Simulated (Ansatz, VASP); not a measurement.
This is a calculation of SnO for Ansatz 0.2.0.

Contents of input.yaml:

```yaml
crystal:
  lattice:
    - [3.7621524798, 0.0, 0.0]
    - [0.0, 3.7621524798, 0.0]
    - [0.0, 0.0, 4.8208658347]
  atoms:
    - { symbol: Sn, position: [0.5, 0.0, 0.76462614] }
    - { symbol: Sn, position: [0.0, 0.5, 0.23537386] }
    - { symbol: O, position: [0.0, 0.0, 0.0] }
    - { symbol: O, position: [0.5, 0.5, 0.0] }
hamiltonian:
  xc: r2scan
  pseudopotentials: { kind: paw }
  dispersion: d3bj
kpoints:
  mp_grid: { grid: [7, 7, 6] }
scf:
  occupations: { method: fermi_dirac, width: 0.05 }
output:
  forces: true
  stress: true
  eigenvalues: true
```

Potentials or basis: Ansatz PAW.

Command:

```bash
$ ansatz run input.yaml --threads 2 --pin off --max-ram 5120MiB --backend cpu --events-out ev --progress --plain --runs-dir out
```

Task: Set up the same calculation for VASP 6.6.1. Potentials there: VASP PAW PBE potentials, release 64 (Sn_d, O).

Result: As run (the cutoff follows the program's own potentials):

POSCAR

```
SnO
1.0
    3.7621524798      0.0000000000      0.0000000000
    0.0000000000      3.7621524798      0.0000000000
    0.0000000000      0.0000000000      4.8208658347
Sn O
2 2
Direct
    0.5000000000      0.0000000000      0.7646261400
    0.0000000000      0.5000000000      0.2353738600
    0.0000000000      0.0000000000      0.0000000000
    0.5000000000      0.5000000000      0.0000000000
```

INCAR.step1

```
  PREC = Accurate
  ENCUT = 520
  ISMEAR = -1
  SIGMA = 0.05
  LREAL = False
  LASPH = True
  NELM = 80
  NBANDS = 28
  GGA = PE
  ALGO = Normal
  EDIFF = 1E-4
  LWAVE = True
  LCHARG = False
```

File INCAR.step2:

```
  PREC = Accurate
  ENCUT = 520
  EDIFF = 1E-6
  ISMEAR = -1
  SIGMA = 0.05
  LREAL = False
  LASPH = True
  NELM = 80
  ALGO = Normal
  ISIF = 2
  LWAVE = False
  LCHARG = True
  METAGGA = R2SCAN
  LMIXTAU = True
  IVDW = 12
  LELF = True
  LVHAR = True
  NBANDS = 28
  VDW_S6 = 1.0
  VDW_S8 = 0.78981345
  VDW_A1 = 0.49484001
  VDW_A2 = 5.73083694
  ISTART = 1
```

The input KPOINTS:

```
Automatic mesh
0
Gamma
  7 7 6
```

Potentials or basis: VASP PAW PBE potentials, release 64 (Sn_d, O).

Command:

```sh
$ cat potpaw_PBE.64/Sn_d/POTCAR potpaw_PBE.64/O/POTCAR > POTCAR
$ cp INCAR.step1 INCAR
$ mpirun -np 1 vasp_std > vasp.out
$ cp INCAR.step2 INCAR
$ mpirun -np 1 vasp_std > vasp.out
```

Both were run:

|  | VASP | Ansatz | Ansatz less VASP |
| --- | --- | --- | --- |
| gap on the k mesh at the Fermi level (eV) | 0.33 | 0.32 | -0.009 |
| least direct gap on the mesh (eV) | 2.34 | 2.39 | +0.046 |
| pressure (GPa) | 3.4 | 2.7 | -0.67 |
| traceless stress, the component that is largest in VASP (GPa) | -0.70 | -0.64 | +0.060 |
| rms of the force components (eV/Å) | 0.259 | 0.194 | -0.0648 |

VASP's potentials were made for PBE, not for r2SCAN. Atom by atom the forces differ by 0.065 eV/Å (rms over components).

Noted on Ansatz's run: odd divisions of the mesh miss points on the zone boundary, where band edges often lie, so the gap on the mesh can be too wide.
